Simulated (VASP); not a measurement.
LuBC: single point with RPBE

Crystal: LuBC.

```
Lu B C
1.0
     2.99107    0.00000    0.00000
    -1.49553    2.59034    0.00000
     0.00000    0.00000    7.74418
Lu B C
2 2 2
Cartesian
  0.0000 0.0000 0.0000
  0.0000 0.0000 3.8721
  1.4955 0.8634 1.9360
  0.0000 1.7269 5.8081
  1.4955 0.8634 5.8081
  0.0000 1.7269 1.9360
```

```
Program             : VASP 6.6.1
Task                : single point
Functional          : RPBE
Potentials or basis : VASP PAW PBE potentials, release 64 (Lu, B, C)
Cutoff              : 520 eV
k mesh              : 10 × 10 × 4
Occupations         : methfessel-paxton, width 0.15 eV
Spin                : no spin polarisation
```

```json
{"Pressure": "4.9 GPa", "Band gap on the k mesh": "zero (band 32 reaches 7.51 eV, above the bottom of band 33 at 6.94 eV)"}
```

Stress tensor (GPa, compression positive):
```
4.34 0.00 0.00
0.00 4.34 0.00
0.00 0.00 5.95
```

Levels at points of the mesh, in eV from the Fermi level:
```csv
k point,band 29,band 30,band 31,band 32,band 33,band 34,band 35,band 36
"(0.00, 0.00, 0.00)",-3.35,-3.03,-3.03,0.04,1.86,1.86,2.27,2.27
"(0.50, 0.00, 0.00)",-4.46,-4.44,-3.33,-2.54,0.54,2.65,2.98,3.00
"(0.00, 0.00, 0.50)",-3.38,-3.38,-1.29,-1.29,2.54,2.54,2.54,2.54
"(0.50, 0.00, 0.50)",-4.39,-4.39,-3.30,-3.30,0.59,0.59,4.36,4.36
```

It took 97 s on 1 thread of Intel(R) Xeon(R) Platinum 8259CL CPU @ 2.50GHz (Skylake/Cascade Lake), on a shared host, peak memory 0.25 GiB.

Caveat: the PAW data sets were made with another functional, which shifts forces and pressure a little; spin-orbit coupling is left out, which moves the levels of the heavy elements.
